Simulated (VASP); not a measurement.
# AlN in VASP: a series of runs, part 2 of 2

VASP 6.6.1.

## (4) Single point, PBE (the cell strained)

Contents of INCAR:

```
PREC = Accurate
ENCUT = 600
EDIFF = 1E-6
ISMEAR = 0
SIGMA = 0.05
LREAL = False
LASPH = True
NELM = 120
ALGO = Normal
ISIF = 2
LWAVE = False
LCHARG = False
GGA = PE
NBANDS = 16
GGA_COMPAT = False
```

Contents of KPOINTS:

```
Automatic mesh
0
Gamma
  6 6 6
```

Contents of POSCAR:

```
AlN
1.0
    0.0000000000     -2.2566074476     -2.2566074476
   -2.2566074476      0.0000000000     -2.2566074476
    2.2566074476      2.2566074476     -4.5132148953
Al N
2 2
Direct
    0.0000000000      0.0000000000      0.0000000000
    0.5000000000      0.5000000000      0.5000000000
    0.3750000000      0.3750000000      0.8750000000
    0.8750000000      0.8750000000      0.3750000000
```

Potentials or basis: VASP PAW PBE potentials, release 64 (Al, N).

The run is started by

```
cat potpaw_PBE.64/Al/POTCAR potpaw_PBE.64/N/POTCAR > POTCAR
mpirun -np 1 vasp_std > vasp.out
```

OUTCAR:

```text
PREC = Accurate
   ENCUT = 600
   EDIFF = 1E-6
   ISMEAR = 0
   LREAL = False
   LASPH = True
   NELM = 120
   ISIF = 2
   GGA = PE

 ion  position               nearest neighbor table
   1  0.000  0.000  0.000-   3 1.95   3 1.95   3 1.95   4 1.95   2 3.19   2 3.19   2 3.19   2 3.19
                             2 3.19   2 3.19
   2  0.500  0.500  0.500-   4 1.95   4 1.95   4 1.95   3 1.95   1 3.19   1 3.19   1 3.19   1 3.19
                             1 3.19   1 3.19
   3  0.375  0.375  0.875-   1 1.95   1 1.95   1 1.95   2 1.95
   4  0.875  0.875  0.375-   2 1.95   2 1.95   2 1.95   1 1.95

  LATTYP: Found a trigonal (rhomboedric) cell.
 ALAT       =     5.5275367964
 COS(alpha) =     0.8333333333

  Lattice vectors:

 A1 = (   2.2566074476,   4.5132148952,  -2.2566074477)
 A2 = (   4.5132148952,   2.2566074476,  -2.2566074477)
 A3 = (   2.2566074476,   2.2566074476,  -4.5132148953)

Analysis of symmetry for initial positions (statically):
=====================================================================
 Subroutine PRICEL returns following result:

  LATTYP: Found a face centered cubic cell.
 ALAT       =     4.5132148952

  Lattice vectors:

 A1 = (   0.0000000000,  -2.2566074476,   2.2566074476)
 A2 = (   2.2566074476,  -2.2566074476,  -0.0000000000)
 A3 = (   2.2566074476,   0.0000000000,   2.2566074476)

   2 primitive cells build up your supercell.

 Routine SETGRP: Setting up the symmetry group for a
 trigonal (rhombohedral) supercell.

 Subroutine GETGRP returns: Found  6 space group operations
 (whereof  6 operations were pure point group operations)
 out of a pool of 12 trial point group operations.

The static configuration has the point symmetry C_3v.

Analysis of symmetry for dynamics (positions and initial velocities):
=====================================================================
 Subroutine PRICEL returns following result:

  LATTYP: Found a face centered cubic cell.
 ALAT       =     4.5132148952

  Lattice vectors:

 A1 = (   0.0000000000,  -2.2566074476,   2.2566074476)
 A2 = (   2.2566074476,  -2.2566074476,  -0.0000000000)
 A3 = (   2.2566074476,   0.0000000000,   2.2566074476)

   2 primitive cells build up your supercell.

 Routine SETGRP: Setting up the symmetry group for a
 trigonal (rhombohedral) supercell.

 Subroutine GETGRP returns: Found  6 space group operations
 (whereof  6 operations were pure point group operations)
 out of a pool of 12 trial point group operations.

The dynamic configuration has the point symmetry C_3v.

 Subroutine INISYM returns: Found  6 space group operations
 (whereof  6 operations are pure point group operations),
 and found     2 'primitive' translations

----------------------------------------------------------------------------------------

                                     Primitive cell

  volume of cell :      22.9825

  direct lattice vectors                    reciprocal lattice vectors
     0.000000000 -2.256607448  2.256607448    -0.221571546 -0.221571546  0.221571546
     2.256607448 -2.256607448 -0.000000000     0.221571546 -0.221571546 -0.221571546
     2.256607448  0.000000000  2.256607448     0.221571546  0.221571546  0.221571546

  length of vectors
[... 30 lines left out ...]
     0.000000000  0.000000000  0.000000000

 Subroutine IBZKPT returns following result:
 ===========================================

 Found     32 irreducible k-points:

 Following reciprocal coordinates:
            Coordinates               Weight
  0.000000  0.000000  0.000000      1.000000
  0.166667  0.000000 -0.000000      6.000000
  0.333333  0.000000 -0.000000      6.000000
  0.500000  0.000000  0.000000      3.000000
  0.166667  0.166667 -0.000000      6.000000
  0.333333  0.166667  0.000000     12.000000
[... 16 lines left out ...]
 -0.166667  0.500000  0.166667     12.000000
 -0.333333 -0.333333  0.166667      6.000000
 [... further k-points ...]
   k-points           NKPTS =     32   k-points in BZ     NKDIM =     32   number of bands    NBANDS=     16
   number of dos      NEDOS =    301   number of ions     NIONS =      4
   total plane-waves  NPLWV =  37632
   dimension x,y,z NGX =    28 NGY =   28 NGZ =   48
   dimension x,y,z NGXF=    56 NGYF=   56 NGZF=   96
   ions per type =               2   2
   NGX,Y,Z   is equivalent  to a cutoff of  14.59, 14.59, 14.44 a.u.
   NGXF,Y,Z  is equivalent  to a cutoff of  29.17, 29.17, 28.87 a.u.
 SYSTEM =  unknown system
   PREC   = accura    normal or accurate (medium, high low for compatibility)
   ISTART =      0    job   : 0-new  1-cont  2-samecut
   ICHARG =      2    charge: 1-file 2-atom 10-const
   ISPIN  =      1    spin polarized calculation?
   LNONCOLLINEAR =      F non collinear calculations
   LSORBIT =      F    spin-orbit coupling
   LASPH  =      T    aspherical Exc in radial PAW
   ENCUT  =  600.0 eV  44.10 Ry    6.64 a.u.   6.37  6.37 11.04*2*pi/ulx,y,z
   NELM   =    120;   NELMIN=  2; NELMDL= -5     # of ELM steps
   EDIFF  = 0.1E-05   stopping-criterion for ELM
   LREAL  =      F    real-space projection
[... 7 lines left out ...]
   TEBEG  =    0.0;   TEEND  =   0.0 temperature during run
   PSTRESS=    0.0 pullay stress
   NELECT =      16.0000    total number of electrons
   NUPDOWN=      -1.0000    fix difference up-down
   EMIN   =  10.00;   EMAX   =-10.00  energy-range for DOS
   EFERMI =   0.00;   METHOD = LEGACY
   ISMEAR =     0;   SIGMA  =   0.05  broadening in eV -4-tet -1-fermi 0-gaus
   EFERMI_NEDOS =   21; number of points for ismear=-14 and -15
   IALGO  =     38    algorithm
   IMIX   =      4    mixing-type and parameters
     AMIX     =   0.40;   BMIX     =  1.00
     AMIX_MAG =   1.60;   BMIX_MAG =  1.00
  volume/ion in A,a.u.               =      11.49        77.55
  Fermi-wavevector in a.u.,A,eV,Ry     =   1.151610  2.176228 18.044127  1.326206
  Thomas-Fermi vector in A             =   2.288267
   LORBIT       =      0    0 simple, 1 ext, 2 COOP (PROOUT), +10 PAW based schemes
   GGA     = PE    functional components
   LHFCALC =     F    Hartree Fock is set to
   AEXX    =    0.0000 exact exchange contribution
   IVDW    =     0    specifies the selected vdW correction
   LEPSILON=     F    determine dielectric tensor
   LRPA    =     F    only Hartree local field effects (RPA)
 non-spin polarized calculation
 Gauss-broadening in eV      SIGMA  =   0.05
  energy-cutoff  :      600.00
  volume of cell :       45.97
 maximum number of plane-waves:      1556
 NGX is ok and might be reduce to    28
   NGX = 13   NGY = 13   NGZ = 23

 number of electron      16.0000000 magnetization

 Free energy of the ion-electron system (eV)
  ---------------------------------------------------
  ext. energy  EPLUGINS =         0.00000000
  ---------------------------------------------------
  free energy    TOTEN  =       -29.55789064 eV

  energy without entropy =      -29.55789064  energy(sigma->0) =      -29.55789064

 E-fermi :   5.3537     XC(G=0): -10.5126

 val. band max:        5.0812533815   @ k =   0.0000   0.0000   0.0000
 cond. band min:       8.3418407693   @ k =   0.5000   0.5000   0.0000
 fundamental gap:      3.2605873879
 Fermi energy:         5.3536547030

 k-point     1 :       0.0000    0.0000    0.0000
  band No.  band energies     occupation
      1      -9.3536      2.00000
      2      -7.5831      2.00000
      3      -0.3757      2.00000
      4       4.6135      2.00000
      5       4.6135      2.00000
      6       5.0811      2.00000
[... 433 lines left out ...]
      3       0.5254      2.00000
      4       0.9696      2.00000
      5       3.4173      2.00000
      6       3.6584      2.00000
[... 8 lines left out ...]
     15      16.6619      0.00000
     16      18.8993      0.00000

 [... further k-points ...]

------------------------ aborting loop because EDIFF is reached ----------------------------------------

  FORCE on cell =-STRESS in cart. coord.  units (eV):
  Direction    XX          YY          ZZ          XY          YZ          ZX
  --------------------------------------------------------------------------------------
  -------------------------------------------------------------------------------------
  Total       -3.6454378     -3.6454378     -3.6454378     -0.0022572      0.0022572      0.0022572
  in kB     -127.0668402   -127.0668402   -127.0668402     -0.0786770      0.0786770      0.0786770
  external PRESSURE =    -127.0668402 kB  Pullay stress =       0.0000000 kB

 VOLUME and BASIS-vectors are now :
 -----------------------------------------------------------------------------
  energy-cutoff  :      600.00
  volume of cell :       45.97
      direct lattice vectors                 reciprocal lattice vectors
     0.000000000 -2.256607448 -2.256607448     0.110785773 -0.332357318 -0.110785773
    -2.256607448  0.000000000 -2.256607448    -0.332357318  0.110785773 -0.110785773
     2.256607448  2.256607448 -4.513214895     0.110785773  0.110785773 -0.110785773

 POSITION                                       TOTAL-FORCE (eV/Angst)
 -----------------------------------------------------------------------------------
      0.00000      0.00000      0.00000        -0.000737     -0.000737      0.000737
      0.00000      0.00000     -4.51321        -0.000737     -0.000737      0.000737
      1.12830      1.12830     -5.64152         0.000737      0.000737     -0.000737
     -1.12830     -1.12830     -5.64152         0.000737      0.000737     -0.000737
 -----------------------------------------------------------------------------------
    total drift:                               -0.000006     -0.000006      0.000007

  FREE ENERGIE OF THE ION-ELECTRON SYSTEM (eV)
  ---------------------------------------------------
  free  energy   TOTEN  =       -29.5578906377 eV

  energy  without entropy=      -29.5578906377  energy(sigma->0) =      -29.55789064
```

OSZICAR:

```text
N       E                     dE             d eps       ncg     rms          rms(c)
DAV:   1     0.474450934772E+02    0.47445E+02   -0.76514E+03  1032   0.970E+02
DAV:   2    -0.297389498179E+02   -0.77184E+02   -0.70086E+02  1408   0.206E+02
DAV:   3    -0.339549555532E+02   -0.42160E+01   -0.42010E+01  1328   0.503E+01
DAV:   4    -0.339851278267E+02   -0.30172E-01   -0.30169E-01  1224   0.458E+00
DAV:   5    -0.339855652709E+02   -0.43744E-03   -0.43744E-03  1288   0.540E-01    0.116E+01
DAV:   6    -0.295372720704E+02    0.44483E+01   -0.10748E+01  1264   0.244E+01    0.394E+00
DAV:   7    -0.295734548486E+02   -0.36183E-01   -0.62982E-01  1024   0.566E+00    0.279E+00
DAV:   8    -0.295635972800E+02    0.98576E-02   -0.77290E-02  1112   0.266E+00    0.706E-01
DAV:   9    -0.295574027735E+02    0.61945E-02   -0.13156E-02  1288   0.918E-01    0.267E-01
DAV:  10    -0.295580226116E+02   -0.61984E-03   -0.27372E-03  1176   0.341E-01    0.162E-01
DAV:  11    -0.295578896604E+02    0.13295E-03   -0.25456E-04  1280   0.126E-01    0.386E-02
DAV:  12    -0.295578910943E+02   -0.14339E-05   -0.16672E-05  1176   0.327E-02    0.811E-03
DAV:  13    -0.295578906377E+02    0.45664E-06   -0.48519E-06  1280   0.177E-02
   1 F= -.29557891E+02 E0= -.29557891E+02  d E =-.498954E-16
```

stdout:

```text
POSCAR found type information on POSCAR AlN
 POSCAR found :  2 types and       4 ions
 scaLAPACK will be used
 LDA part: xc-table for (Slater+PW92), standard interpolation
 POSCAR, INCAR and KPOINTS ok, starting setup
 FFT: planning ... GRIDC
 FFT: planning ... GRID_SOFT
 FFT: planning ... GRID
 WAVECAR not read
 entering main loop
```

Wall time 24 s (1 thread of Intel Xeon Platinum 8488C (Sapphire Rapids), shared host); peak memory 0.18 GiB.

What came out:

```yaml
Free_energy: -29.5579 eV
Pressure: -12.7 GPa
Band_gap_on_the_k_mesh: 3.26 eV
```

Caveat: the cell differs from its parent crystal (the cell strained); the cell stands under tension. A k mesh can miss the band edges.

## (5) Summary

```csv
cell,gap on the mesh (eV),pressure (GPa),largest force (eV/Å)
"as given, atomic positions A",3.16,-12.6,0.79
"as given, atomic positions B",2.95,-12.3,1.63
"as given, atomic positions C",3.26,-12.7,-
```

Alike in all rows: task single point; level PBE; potentials or basis VASP PAW PBE potentials, release 64 (Al, N); no spin polarisation; k mesh 6 × 6 × 6; cutoff (eV) 600; smearing gaussian 0.05 eV.

Caveats: the cell stands under tension; forces of over 1 eV/Å act on the atoms, so gaps and moduli don't describe the material at rest (at least some runs).

Absolute energies hang on the potentials; compare differences alone.
